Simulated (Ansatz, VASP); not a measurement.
Cd: VASP beside Ansatz

File INCAR:

```
ALGO = Normal
EDIFF = 1E-6
ENCUT = 520
GGA = PE
ISIF = 2
ISMEAR = -1
LASPH = True
LCHARG = False
LREAL = False
LWAVE = False
NBANDS = 19
NELM = 60
PREC = Accurate
SIGMA = 0.1
```

Contents of KPOINTS:

```
k-points
0
Gamma
  13 13 13
```

Contents of POSCAR:

```
Cd
1.0
    0.0000000000      3.2486583522      3.2486583522
    3.2486583522      0.0000000000      3.2486583522
    3.2486583522      3.2486583522      0.0000000000
Cd
2
Direct
    0.1250000000      0.1250000000      0.1250000000
    0.8750000000      0.8750000000      0.8750000000
```

Input for Ansatz:

```yaml
crystal:
  lattice:
    - [0.0, 3.2486583522, 3.2486583522]
    - [3.2486583522, 0.0, 3.2486583522]
    - [3.2486583522, 3.2486583522, 0.0]
  atoms:
    - { symbol: Cd, position: [0.125, 0.125, 0.125] }
    - { symbol: Cd, position: [0.875, 0.875, 0.875] }
hamiltonian:
  xc: pbe
  pseudopotentials:
    kind: paw
    azcp:
      Cd: "pseudopotentials/Cd.paw.azcp"
basis:
  ecutwfc: 420
  fft_grid_basis: typed
kpoints:
  mp_grid: { grid: [13, 13, 13], shift: [0, 0, 0] }
magnetization:
  spin_polarized: false
scf:
  occupations: { method: fermi_dirac, width: 0.1 }
output:
  stress: true
```

Alike in both runs: task single point; functional PBE; k mesh 13 × 13 × 13; occupations fermi-dirac, width 0.1 eV; no spin polarisation.

|  | VASP | Ansatz |
| --- | --- | --- |
| version | VASP 6.6.1 | Ansatz 0.2.0 |
| potentials or method | VASP PAW PBE potentials, release 64 (Cd), cutoff 520 eV | plane waves (420 eV) with PAW, scalar-relativistic |
| valence electrons in the cell | 24 | 40 |

|  | VASP | Ansatz | Ansatz less VASP |
| --- | --- | --- | --- |
| pressure (GPa) | 1.9 | 1.7 | -0.21 |

VASP's potentials hold 24 valence electrons a cell and Ansatz's 40, so a difference there can come from the potentials and not from the codes.
